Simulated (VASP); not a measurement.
Input of a VASP 6.6.1 run:

Contents of INCAR:

```
SYSTEM = Co
PREC = Accurate
ENCUT = 520
EDIFF = 1E-6
ISMEAR = -1
SIGMA = 0.05
LREAL = .False.
LASPH = .True.
NELM = 150
ALGO = Normal
ISIF = 2
LWAVE = .False.
LCHARG = .False.
ISPIN = 2
MAGMOM = 2 2 2 2
LORBIT = 11
LMAXMIX = 4
NBANDS = 30
```

The input KPOINTS:

```
Automatic mesh
0
Gamma
  12 12 4
  0 0 0
```

The input POSCAR:

```
Co
1.0
    2.4705617809      0.0000000000      0.0000000000
   -1.2352808905      2.1395692639      0.0000000000
    0.0000000000      0.0000000000      8.0882338000
Co
4
Direct
    0.6666666667      0.3333333333      0.7500000000
    0.0000000000      0.0000000000      0.5000000000
    0.3333333333      0.6666666667      0.2500000000
    0.0000000000      0.0000000000      0.0000000000
```

Potentials or basis: VASP PAW LDA potentials, release 64 (Co).

The run is started by

```sh
$ cat potpaw_LDA.64/Co/POTCAR > POTCAR
$ mpirun -np 1 vasp_std > vasp.out
```

(1) Estimate the pressure.

(2) Estimate the site moments.

(3) What does it give for the net moment?

Results:

(1) -15.8 GPa.

(2) Co +1.55, +1.54 μB.

(3) 6.18 μB per cell.
